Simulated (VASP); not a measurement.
Crystal: SiO2.

```xyz
6
Lattice="4.1865 0.0000 0.0000 0.0000 4.1865 0.0000 0.0000 0.0000 2.6684" Properties=species:S:1:pos:R:3 pbc="T T T"
Si    0.0000    0.0000    0.0000
Si    2.0932    2.0932    1.3342
O     1.2807    1.2807    0.0000
O     0.8126    3.3739    1.3342
O     2.9058    2.9058    0.0000
O     3.3739    0.8126    1.3342
```

```yaml
Program: VASP 6.6.1
Task: relaxation of cell and atoms
Functional: PBE
Potentials_or_basis: VASP PAW PBE potentials, release 64 (Si, O)
Cutoff: 600 eV
k_mesh: 6 × 6 × 8
Occupations: gaussian, width 0.1 eV
Spin: no spin polarisation
```

At the start: pressure 9.1 GPa; volume 7.79 Å³/atom.

**Question.** Where does the relaxation end?

**Answer.** Over 5 steps the energy falls by 6.4 meV/atom and the volume is 8.03 Å³/atom (+3.0 %); space group P4_2/mnm (No. 136, to 0.1 Å) before and after.

The path:
| step | energy change (eV) | largest force (eV/Å) | pressure (GPa) | volume (Å³) |
| --- | --- | --- | --- | --- |
| 1 | 0.0000 | 0.0547 | 9.10 | 46.77 |
| 2 | 0.0222 | 0.3783 | -10.04 | 49.83 |
| 3 | -0.0367 | 0.1499 | 0.05 | 48.09 |
| 4 | -0.0367 | 0.1460 | 0.21 | 48.06 |
| 5 | -0.0386 | 0.0217 | 0.16 | 48.16 |

Final structure:
```xyz
6
Lattice="4.2264 0.0000 0.0000 0.0000 4.2264 0.0000 0.0000 0.0000 2.6964" Properties=species:S:1:pos:R:3 pbc="T T T"
Si    4.2264    4.2264    0.0000
Si    2.1132    2.1132    1.3482
O     1.2964    1.2964    0.0000
O     0.8168    3.4096    1.3482
O     2.9299    2.9299    2.6964
O     3.4096    0.8168    1.3482
```

Caveat: the relaxation stopped at a loose force limit of 0.05 eV/Å, so its end isn't a converged minimum.
